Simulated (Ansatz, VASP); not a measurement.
# CsI: VASP beside Ansatz

POSCAR

```
CsI
1.0
    4.6654671083      0.0000000000      0.0000000000
    0.0000000000      4.6654671083      0.0000000000
    0.0000000000      0.0000000000      4.6654671083
Cs I
1 1
Direct
    0.0000000000      0.0000000000      0.0000000000
    0.5000000000      0.5000000000      0.5000000000
```

The input INCAR.step1:

```
PREC = Accurate
ENCUT = 400
EDIFF = 1E-5
ISMEAR = 0
SIGMA = 0.05
LREAL = False
LASPH = True
NELM = 120
ALGO = Normal
ISIF = 2
LWAVE = True
LCHARG = False
GGA = PE
NBANDS = 15
GGA_COMPAT = False
```

The input INCAR.step2:

```
PREC = Accurate
ENCUT = 400
EDIFF = 1E-6
ISMEAR = 0
SIGMA = 0.05
LREAL = False
LASPH = True
NELM = 120
ALGO = Normal
ISIF = 2
LWAVE = False
LCHARG = False
GGA = PE
LHFCALC = True
HFSCREEN = 0.2079
PRECFOCK = Normal
ISTART = 1
NBANDS = 15
GGA_COMPAT = False
```

File KPOINTS:

```
regular mesh
0
Gamma
  4 4 4
```

Input for Ansatz:

```yaml
crystal:
  lattice:
    - [4.6654671083, 0.0, 0.0]
    - [0.0, 4.6654671083, 0.0]
    - [0.0, 0.0, 4.6654671083]
  atoms:
    - { symbol: Cs, position: [0.0, 0.0, 0.0] }
    - { symbol: I, position: [0.5, 0.5, 0.5] }
basis:
  ecutwfc: 420
  ecutrho_ratio: 4
kpoints:
  mp_grid: { grid: [4, 4, 4] }
hamiltonian:
  xc: hse06
scf:
  occupations: { method: gaussian, width: 0.05 }
output:
  forces: true
  stress: true
  eigenvalues: true
  populations: true
  write_density: true
  write_potential: true
  elf: true
  volumetric_format: npy
```

Alike in both runs: task single point; functional HSE06; k mesh 4 × 4 × 4; occupations gaussian, width 0.05 eV; no spin polarisation.

|  | VASP | Ansatz |
| --- | --- | --- |
| version | VASP 6.6.1 | Ansatz 0.2.0 |
| potentials or method | VASP PAW PBE potentials, release 64 (Cs_sv, I), cutoff 400 eV | scalar-relativistic, plane waves, PAW |
| valence electrons in the cell | 16 | 26 |

|  | VASP | Ansatz | Ansatz less VASP |
| --- | --- | --- | --- |
| gap on the k mesh at the Fermi level (eV) | 4.65 | 4.67 | +0.017 |
| least direct gap on the mesh (eV) | 4.76 | 4.77 | +0.014 |
| pressure (GPa) | -0.2 | -0.2 | +0.01 |

VASP's potentials hold 16 valence electrons a cell and Ansatz's 26, so a difference there can come from the potentials and not from the codes. Ansatz's warnings: stress exchange threshold loose, stress scf threshold loose.

Spin-orbit coupling is off throughout.
